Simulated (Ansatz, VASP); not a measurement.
Two plane-wave programs on MgH2

INCAR

```
  ALGO = Normal
  EDIFF = 1E-6
  ENCUT = 520
  GGA = PE
  ISIF = 2
  ISMEAR = 0
  LASPH = True
  LCHARG = False
  LREAL = False
  LWAVE = False
  NBANDS = 9
  NELM = 100
  PREC = Accurate
  SIGMA = 0.05
```

KPOINTS

```
k-points
0
Gamma
  12 12 12
```

POSCAR

```
MgH2
1.0
    0.0000000000      2.3810671667      2.3810671667
    2.3810671667      0.0000000000      2.3810671667
    2.3810671667      2.3810671667      0.0000000000
Mg H
1 2
Direct
    0.0000000000      0.0000000000      0.0000000000
    0.7500000000      0.7500000000      0.7500000000
    0.2500000000      0.2500000000      0.2500000000
```

Input for Ansatz:

```yaml
crystal:
  lattice:
    - [0.0, 2.3810671667, 2.3810671667]
    - [2.3810671667, 0.0, 2.3810671667]
    - [2.3810671667, 2.3810671667, 0.0]
  atoms:
    - { symbol: Mg, position: [0.0, 0.0, 0.0] }
    - { symbol: H, position: [0.75, 0.75, 0.75] }
    - { symbol: H, position: [0.25, 0.25, 0.25] }
basis:
  ecutwfc: 420
  fft_grid_basis: typed
kpoints:
  mp_grid: { grid: [12, 12, 12] }
hamiltonian:
  xc: pbe
scf:
  occupations: { method: gaussian, width: 0.05 }
output:
  forces: true
  stress: true
  eigenvalues: true
  bader: true
  write_density: true
  volumetric_format: npy
  elf: true
```

Alike in both runs: task single point; functional PBE; k mesh 12 × 12 × 12; occupations gaussian, width 0.05 eV; no spin polarisation.

```csv
,VASP,Ansatz
version,VASP 6.6.1,Ansatz 0.2.0
potentials or method,"VASP PAW PBE potentials, release 64 (Mg, H), cutoff 520 eV","scalar-relativistic, plane waves, PAW"
valence electrons in the cell,4,12
```

|  | VASP | Ansatz | Ansatz less VASP |
| --- | --- | --- | --- |
| gap on the k mesh at the Fermi level (eV) | none | none | - |
| pressure (GPa) | -0.6 | -0.2 | +0.40 |

A gap of «none» marks a metal or a gap that the smearing closes. VASP's potentials hold 4 valence electrons a cell and Ansatz's 12, so a difference there can come from the potentials and not from the codes.
